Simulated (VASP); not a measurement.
AgI, 4 atoms in the cell. It takes space group P6_3mc (No. 186, hexagonal). Conventional cell: a = 3.807 Å, b = 3.807 Å, c = 8.258 Å, α = 90.00°, β = 90.00°, γ = 120.00°. Within 3.4 Å of Ag (site symmetry 3m) lie 4 I at 2.54 to 2.71 Å. Within 3.4 Å of I (site symmetry 3m) lie 4 Ag at 2.54 to 2.71 Å. 

```yaml
Program: VASP 6.6.1
Task: single point
Functional: r2SCAN
Potentials_or_basis: VASP PAW PBE potentials, release 64 (Ag, I)
Cutoff: 550 eV
k_mesh: 12 × 12 × 4
Occupations: gaussian, width 0.02 eV
Spin: no spin polarisation
Dipole_correction: no
Further_INCAR_settings: ALGO = Normal; EDIFF = 1e-06; NBANDS = 26
```

Potentials or basis: VASP PAW PBE potentials, release 64 (Ag, I).

Run with:

```sh
$ cat potpaw_PBE.64/Ag/POTCAR potpaw_PBE.64/I/POTCAR > POTCAR
$ cp INCAR.step1 INCAR
$ mpirun -np 1 vasp_std > vasp.out
$ cp INCAR.step2 INCAR
$ mpirun -np 1 vasp_std > vasp.out
```

Hardware: 1 thread of Intel(R) Xeon(R) 6975P-C (Granite Rapids), on a shared host.

Problem. How long does it take, and how much memory?

Solution. It took 4 min on 1 thread of Intel(R) Xeon(R) 6975P-C (Granite Rapids), on a shared host, peak memory 0.34 GiB. Counts: k points 57.
